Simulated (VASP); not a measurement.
# BN in VASP: a series of runs

BN is run at these levels: PBE; tasks: single point.

Program: VASP 6.6.1. These are calculated values, not measurements. Logs are shortened: lines on timing, memory, paths and dates and some standing lists are left out, and cuts for length are marked.

## 1. The cell of the first run

Symmetry: I4/mmm, No. 139, tetragonal system. The conventional cell has a = 2.518 Å, b = 2.518 Å, c = 3.411 Å, α = 90.00°, β = 90.00°, γ = 90.00°. B (site symmetry 4/mmm) has 6 N at 1.71 to 1.78 Å within 2.3 Å. Within 2.3 Å of N (site symmetry 4/mmm) lie 6 B at 1.71 to 1.78 Å.

## 2. Single point, PBE (epitaxial xy strain +2.0%)

INCAR reads:

```
PREC = Accurate
ENCUT = 520
EDIFF = 1E-7
ISMEAR = 0
SIGMA = 0.01
LREAL = False
LASPH = True
NELM = 60
ALGO = Normal
ISIF = 2
LWAVE = False
LCHARG = False
GGA = PE
NBANDS = 11
```

KPOINTS reads:

```
regular mesh
0
Gamma
  8 8 8
```

POSCAR reads:

```
BN
1.0
    0.0000000000      1.7807424705      1.7056900167
    1.7807424705      0.0000000000      1.7056900167
    1.7807424705      1.7807424705      0.0000000000
B N
1 1
Direct
    0.0000000000      0.0000000000      0.0000000000
    0.5000000000      0.5000000000      0.5000000000
```

Potentials or basis: VASP PAW PBE potentials, release 64 (B, N).

On the command line:

```bash
> cat potpaw_PBE.64/B/POTCAR potpaw_PBE.64/N/POTCAR > POTCAR
> mpirun -np 1 vasp_std > vasp.out
```

OUTCAR:

```text
PREC = Accurate
   ENCUT = 520
   EDIFF = 1E-7
   ISMEAR = 0
   LREAL = False
   LASPH = True
   NELM = 60
   ISIF = 2
   GGA = PE

 ion  position               nearest neighbor table
   1  0.000  0.000  0.000-   2 1.71   2 1.71   2 1.78   2 1.78   2 1.78   2 1.78
   2  0.500  0.500  0.500-   1 1.71   1 1.71   1 1.78   1 1.78   1 1.78   1 1.78

  LATTYP: Found a body centered tetragonal cell.
 ALAT       =     2.5183501529
 C/A-ratio  =     1.3546090997

  Lattice vectors:

 A1 = (   0.0000000000,  -1.7807424705,  -1.7056900167)
 A2 = (   0.0000000000,   1.7807424705,  -1.7056900167)
 A3 = (   1.7807424705,   0.0000000000,   1.7056900167)

Analysis of symmetry for initial positions (statically):
=====================================================================
 Subroutine PRICEL returns:
 Original cell was already a primitive cell.

 Routine SETGRP: Setting up the symmetry group for a
 body centered tetragonal supercell.

 Subroutine GETGRP returns: Found 16 space group operations
 (whereof 16 operations were pure point group operations)
 out of a pool of 16 trial point group operations.

The static configuration has the point symmetry D_4h.

Analysis of symmetry for dynamics (positions and initial velocities):
=====================================================================
 Subroutine PRICEL returns:
 Original cell was already a primitive cell.

 Routine SETGRP: Setting up the symmetry group for a
 body centered tetragonal supercell.

 Subroutine GETGRP returns: Found 16 space group operations
 (whereof 16 operations were pure point group operations)
 out of a pool of 16 trial point group operations.

The dynamic configuration has the point symmetry D_4h.

 Subroutine INISYM returns: Found 16 space group operations
 (whereof 16 operations are pure point group operations),
 and found     1 'primitive' translations

----------------------------------------------------------------------------------------

                                     Primitive cell

  volume of cell :      10.8176

  direct lattice vectors                    reciprocal lattice vectors
     0.000000000  1.780742470  1.705690017    -0.280781757  0.280781757  0.293136499
     1.780742470  0.000000000  1.705690017     0.280781757 -0.280781757  0.293136499
     1.780742470  1.780742470  0.000000000     0.280781757  0.280781757 -0.293136499

  length of vectors
     2.465851208  2.465851208  2.518350153     0.493564380  0.493564380  0.493564380

  position of ions in fractional coordinates (direct lattice)
     0.000000000  0.000000000  0.000000000
     0.500000000  0.500000000  0.500000000

  ion indices of the primitive-cell ions
   primitive index   ion index
                 1           1
                 2           2

----------------------------------------------------------------------------------------

 KPOINTS: regular mesh

Automatic generation of k-mesh.
 Grid dimensions read from file:
 generate k-points for:    8    8    8

 Generating k-lattice:

  Cartesian coordinates                     Fractional coordinates (reciprocal lattice)
    -0.035097720  0.035097720  0.036642062     0.125000000 -0.000000000  0.000000000
     0.035097720 -0.035097720  0.036642062    -0.000000000  0.125000000  0.000000000
     0.035097720  0.035097720 -0.036642062     0.000000000  0.000000000  0.125000000

  Length of vectors
     0.061695548  0.061695548  0.061695548

  Shift w.r.t. Gamma in fractional coordinates (k-lattice)
     0.000000000  0.000000000  0.000000000

 Subroutine IBZKPT returns following result:
 ===========================================

 Found     59 irreducible k-points:

 Following reciprocal coordinates:
            Coordinates               Weight
  0.000000  0.000000  0.000000      1.000000
  0.125000  0.000000  0.000000      8.000000
  0.250000  0.000000  0.000000      8.000000
  0.375000  0.000000  0.000000      8.000000
  0.500000  0.000000  0.000000      4.000000
  0.125000  0.125000  0.000000      2.000000
[... 16 lines left out ...]
  0.250000  0.000000  0.125000     16.000000
  0.375000  0.000000  0.125000     16.000000
 [... further k-points ...]
   k-points           NKPTS =     59   k-points in BZ     NKDIM =     59   number of bands    NBANDS=     11
   number of dos      NEDOS =    301   number of ions     NIONS =      2
   total plane-waves  NPLWV =   6480
   dimension x,y,z NGX =    18 NGY =   18 NGZ =   20
   dimension x,y,z NGXF=    36 NGYF=   36 NGZF=   40
   ions per type =               1   1
   NGX,Y,Z   is equivalent  to a cutoff of  12.14, 12.14, 13.20 a.u.
   NGXF,Y,Z  is equivalent  to a cutoff of  24.27, 24.27, 26.41 a.u.
 SYSTEM =  unknown system
   PREC   = accura    normal or accurate (medium, high low for compatibility)
   ISTART =      0    job   : 0-new  1-cont  2-samecut
   ICHARG =      2    charge: 1-file 2-atom 10-const
   ISPIN  =      1    spin polarized calculation?
   LNONCOLLINEAR =      F non collinear calculations
   LSORBIT =      F    spin-orbit coupling
   LASPH  =      T    aspherical Exc in radial PAW
   ENCUT  =  520.0 eV  38.22 Ry    6.18 a.u.   4.58  4.58  4.68*2*pi/ulx,y,z
   NELM   =     60;   NELMIN=  2; NELMDL= -5     # of ELM steps
   EDIFF  = 0.1E-06   stopping-criterion for ELM
   LREAL  =      F    real-space projection
   EDIFFG = 0.1E-05   stopping-criterion for IOM
   NSW    =      0    number of steps for IOM
   IBRION =     -1    ionic relax: 0-MD 1-quasi-New 2-CG
   NFREE  =      0    steps in history (QN), initial steepest desc. (CG)
   ISIF   =      2    stress and relaxation
   ISYM   =      2    0-nonsym 1-usesym 2-fastsym
   POTIM  = 0.5000    time-step for ionic-motion
   TEBEG  =    0.0;   TEEND  =   0.0 temperature during run
   PSTRESS=    0.0 pullay stress
   NELECT =       8.0000    total number of electrons
   NUPDOWN=      -1.0000    fix difference up-down
   EMIN   =  10.00;   EMAX   =-10.00  energy-range for DOS
   EFERMI =   0.00;   METHOD = LEGACY
   ISMEAR =     0;   SIGMA  =   0.01  broadening in eV -4-tet -1-fermi 0-gaus
   EFERMI_NEDOS =   21; number of points for ismear=-14 and -15
   IALGO  =     38    algorithm
   IMIX   =      4    mixing-type and parameters
     AMIX     =   0.40;   BMIX     =  1.00
     AMIX_MAG =   1.60;   BMIX_MAG =  1.00
  volume/ion in A,a.u.               =       5.41        36.50
  Fermi-wavevector in a.u.,A,eV,Ry     =   1.480451  2.797647 29.820369  2.191735
  Thomas-Fermi vector in A             =   2.594484
   LORBIT       =      0    0 simple, 1 ext, 2 COOP (PROOUT), +10 PAW based schemes
   GGA     = PE    functional components
   LHFCALC =     F    Hartree Fock is set to
   AEXX    =    0.0000 exact exchange contribution
   IVDW    =     0    specifies the selected vdW correction
   LEPSILON=     F    determine dielectric tensor
   LRPA    =     F    only Hartree local field effects (RPA)
 non-spin polarized calculation
 Gauss-broadening in eV      SIGMA  =   0.01
  energy-cutoff  :      520.00
  volume of cell :       10.82
 maximum number of plane-waves:       302
   NGX =  9   NGY =  9   NGZ =  9

 number of electron       8.0000000 magnetization

 Free energy of the ion-electron system (eV)
  ---------------------------------------------------
  ext. energy  EPLUGINS =         0.00000000
  ---------------------------------------------------
  free energy    TOTEN  =       -13.93394394 eV

  energy without entropy =      -13.93394394  energy(sigma->0) =      -13.93394394

 E-fermi :  10.3018     XC(G=0): -13.6754

 val. band max:       10.2000906080   @ k =  -0.1250   0.1250   0.0000
 cond. band min:      10.6973702047   @ k =   0.5000   0.5000   0.0000
 fundamental gap:      0.4972795967
 Fermi energy:        10.3018079151

 k-point     1 :       0.0000    0.0000    0.0000
  band No.  band energies     occupation
      1     -12.1206      2.00000
      2       8.6258      2.00000
      3       9.6384      2.00000
      4       9.6384      2.00000
      5      19.0670      0.00000
      6      21.3391      0.00000
      7      21.3391      0.00000
      8      23.6870      0.00000
      9      28.4760      0.00000
     10      28.4760      0.00000
     11      29.1452      0.00000

 k-point     2 :       0.1250    0.0000    0.0000
  band No.  band energies     occupation
      1     -11.6870      2.00000
      2       7.4001      2.00000
      3       9.1353      2.00000
      4       9.5438      2.00000
      5      19.3197      0.00000
      6      20.0619      0.00000
      7      20.8170      0.00000
      8      22.6931      0.00000
      9      27.8042      0.00000
     10      29.6232      0.00000
     11      29.9282      0.00000

 k-point     3 :       0.2500    0.0000    0.0000
  band No.  band energies     occupation
      1     -10.4157      2.00000
      2       3.7587      2.00000
      3       9.1909      2.00000
      4       9.3906      2.00000
      5      17.6939      0.00000
      6      17.9719      0.00000
      7      19.4191      0.00000
      8      22.7540      0.00000
      9      28.4359      0.00000
     10      32.7410      0.00000
     11      32.7506      0.00000

 k-point     4 :       0.3750    0.0000    0.0000
  band No.  band energies     occupation
      1      -8.4731      2.00000
      2      -0.1004      2.00000
      3       9.3563      2.00000
      4       9.4820      2.00000
      5      15.7739      0.00000
      6      16.1780      0.00000
      7      18.0524      0.00000
      8      23.4387      0.00000
      9      30.7513      0.00000
     10      37.0948      0.00000
     11      37.3552      0.00000
[... 239 lines left out ...]
 k-point    22 :       0.1250    0.0000    0.1250
  band No.  band energies     occupation
      1     -11.5555      2.00000
      2       7.7703      2.00000
      3       8.8120      2.00000
      4       8.8730      2.00000
      5      18.0268      0.00000
      6      20.0920      0.00000
      7      21.4117      0.00000
      8      23.7345      0.00000
      9      25.5072      0.00000
     10      31.0504      0.00000
     11      31.6803      0.00000

 k-point    23 :       0.2500    0.0000    0.1250
  band No.  band energies     occupation
      1     -10.5706      2.00000
      2       5.2752      2.00000
      3       7.7917      2.00000
      4       8.9843      2.00000
      5      15.8746      0.00000
      6      20.0149      0.00000
      7      21.3379      0.00000
      8      23.2002      0.00000
      9      25.4080      0.00000
     10      33.5046      0.00000
     11      34.4134      0.00000

 k-point    24 :       0.3750    0.0000    0.1250
  band No.  band energies     occupation
      1      -8.8280      2.00000
      2       1.4529      2.00000
      3       7.7611      2.00000
      4       8.3440      2.00000
      5      14.8424      0.00000
      6      18.6024      0.00000
      7      20.0235      0.00000
      8      23.7779      0.00000
      9      27.6882      0.00000
     10      36.2972      0.00000
     11      38.6309      0.00000

 [... further k-points ...]
[... 5 lines left out ...]
  --------------------------------------------------------------------------------------
  -------------------------------------------------------------------------------------
  Total       -0.2915496     -0.2915496      0.3024480      0.0000000     -0.0000000      0.0000000
  in kB      -43.1808025    -43.1808025     44.7949446      0.0000000     -0.0000000      0.0000000
  external PRESSURE =     -13.8555534 kB  Pullay stress =       0.0000000 kB

 VOLUME and BASIS-vectors are now :
 -----------------------------------------------------------------------------
  energy-cutoff  :      520.00
  volume of cell :       10.82
      direct lattice vectors                 reciprocal lattice vectors
     0.000000000  1.780742470  1.705690017    -0.280781757  0.280781757  0.293136499
     1.780742470  0.000000000  1.705690017     0.280781757 -0.280781757  0.293136499
     1.780742470  1.780742470  0.000000000     0.280781757  0.280781757 -0.293136499

 POSITION                                       TOTAL-FORCE (eV/Angst)
 -----------------------------------------------------------------------------------
      0.00000      0.00000      0.00000         0.000000      0.000000      0.000000
      1.78074      1.78074      1.70569         0.000000      0.000000      0.000000
 -----------------------------------------------------------------------------------
    total drift:                               -0.000000     -0.000000     -0.000000

  FREE ENERGIE OF THE ION-ELECTRON SYSTEM (eV)
  ---------------------------------------------------
  free  energy   TOTEN  =       -13.9339439439 eV

  energy  without entropy=      -13.9339439439  energy(sigma->0) =      -13.93394394
```

It took 5 s on 1 thread of Intel Xeon 6975P-C, shared host; peak memory 0.12 GiB.

Results:

```yaml
Free_energy: -13.9339 eV
Pressure: -1.4 GPa
Band_gap_on_the_k_mesh: 0.50 eV, indirect (least direct gap 5.35 eV)
```

Caveat: the cell differs from its parent crystal (epitaxial xy strain +2.0%).

## 3. Single point, PBE (strain along [111] +1.5%)

INCAR reads:

```
ALGO = Normal
EDIFF = 1E-6
ENCUT = 520
GGA = PE
ISIF = 2
ISMEAR = 0
LASPH = T
LCHARG = F
LREAL = F
LWAVE = F
NBANDS = 11
NELM = 80
PREC = Accurate
SIGMA = 0.01
```

KPOINTS reads:

```
k-points
0
Gamma
  8 8 8
```

POSCAR reads:

```
BN
1.0
    0.0174582595      1.7632842110      1.7632842110
    1.7632842110      0.0174582595      1.7632842110
    1.7632842110      1.7632842110      0.0174582595
B N
1 1
Direct
    0.0000000000      0.0000000000      0.0000000000
    0.5000000000      0.5000000000      0.5000000000
```

Potentials or basis: VASP PAW PBE potentials, release 64 (B, N).

On the command line:

```bash
> cat potpaw_PBE.64/B/POTCAR potpaw_PBE.64/N/POTCAR > POTCAR
> mpirun -np 1 vasp_std > vasp.out
```

Run time: 6.5 s. Hardware: 1 thread of Intel Xeon 6975P-C, shared host; peak memory 0.12 GiB.

Results (log left out):

```yaml
Free_energy: -13.9364 eV
Pressure: -1.9 GPa
Band_gap_on_the_k_mesh: 1.11 eV, indirect (least direct gap 5.61 eV)
```

Stress tensor (GPa, compression positive):
```
-1.87 -6.16 -6.16
-6.16 -1.87 -6.16
-6.16 -6.16 -1.87
```

Levels at points of the mesh, in eV from the valence-band top:
```
           k point  band 1  band 2  band 3  band 4  band 5  band 6  band 7  band 8  band 9
(0.00, 0.00, 0.00)  -22.32   -1.12   -0.77   -0.77    8.88   11.89   11.89   11.99   18.09
(0.50, 0.00, 0.00)  -17.15  -12.42   -0.76   -0.61    5.00    5.17    7.03   13.41   22.50
(0.50, 0.50, 0.00)  -14.44  -11.75   -5.72   -5.43    1.11    8.84   14.39   14.46   16.04
(0.50, 0.50, 0.50)  -17.32  -12.60   -0.50   -0.50    5.34    5.34    7.39   13.56   22.52
```

Caveat: the cell differs from its parent crystal (strain along [111] +1.5%). A k mesh can miss the band edges.

## 4. Single point, PBE (strain -0.5%)

INCAR reads:

```
SYSTEM = BN
ALGO = Normal ; EDIFF = 1E-6
ENCUT = 520 ; GGA = PE
ISIF = 2 ; ISMEAR = -1
LASPH = .TRUE. ; LCHARG = .FALSE.
LREAL = .FALSE. ; LWAVE = .FALSE.
NBANDS = 11 ; NELM = 100
PREC = Accurate ; SIGMA = 0.02
```

KPOINTS reads:

```
k-points
0
G
  12 12 12
  0 0 0
```

POSCAR reads:

```
BN
1.0
    0.0000000000      1.7370968217      1.7370968217
    1.7370968217      0.0000000000      1.7370968217
    1.7370968217      1.7370968217      0.0000000000
B N
1 1
Direct
    0.0000000000      0.0000000000      0.0000000000
    0.5000000000      0.5000000000      0.5000000000
```

On the command line:

```bash
> cat potpaw_PBE.64/B/POTCAR potpaw_PBE.64/N/POTCAR > POTCAR
> mpirun -np 1 vasp_std > vasp.out
```

Wall time 5.8 s (1 thread of Intel Xeon 6975P-C, shared host); peak memory 0.12 GiB.

The run converged. Its results:

- Free energy: -13.9373 eV
- Pressure: 10.0 GPa
- Band gap on the k mesh: 1.31 eV, indirect (least direct gap 5.91 eV)

Levels at points of the mesh, in eV from the valence-band top:
```csv
k point,band 1,band 2,band 3,band 4,band 5,band 6,band 7,band 8
"(0.00, 0.00, 0.00)",-22.77,-0.94,-0.94,-0.94,9.49,12.19,12.19,12.19
"(0.50, 0.00, 0.00)",-17.50,-12.79,-0.71,-0.71,5.20,5.20,7.36,13.94
"(0.50, 0.50, 0.00)",-14.60,-12.13,-5.78,-5.78,1.31,8.75,14.81,14.81
```

Caveat: the cell differs from its parent crystal (strain -0.5%). A k mesh can miss the band edges.

## 5. Overview

| cell | k mesh | smearing | gap on the mesh (eV) | pressure (GPa) |
| --- | --- | --- | --- | --- |
| a = 2.466, b = 2.466, c = 2.518 Å, angles 59.3, 59.3, 61.4°, 2 atoms | 8 × 8 × 8 | gaussian 0.01 eV | 0.50 | -1.4 |
| a = 2.494 Å, angles 59.3°, 2 atoms | 8 × 8 × 8 | gaussian 0.01 eV | 1.11 | -1.9 |
| a = 2.457 Å, angles 60.0°, 2 atoms | 12 × 12 × 12 | fermi-dirac 0.02 eV | 1.31 | 10.0 |

Alike in all rows: task single point; level PBE; potentials or basis VASP PAW PBE potentials, release 64 (B, N); no spin polarisation; cutoff (eV) 520.

Total energies depend on the potentials used, so only differences within one code and one set of settings carry meaning.
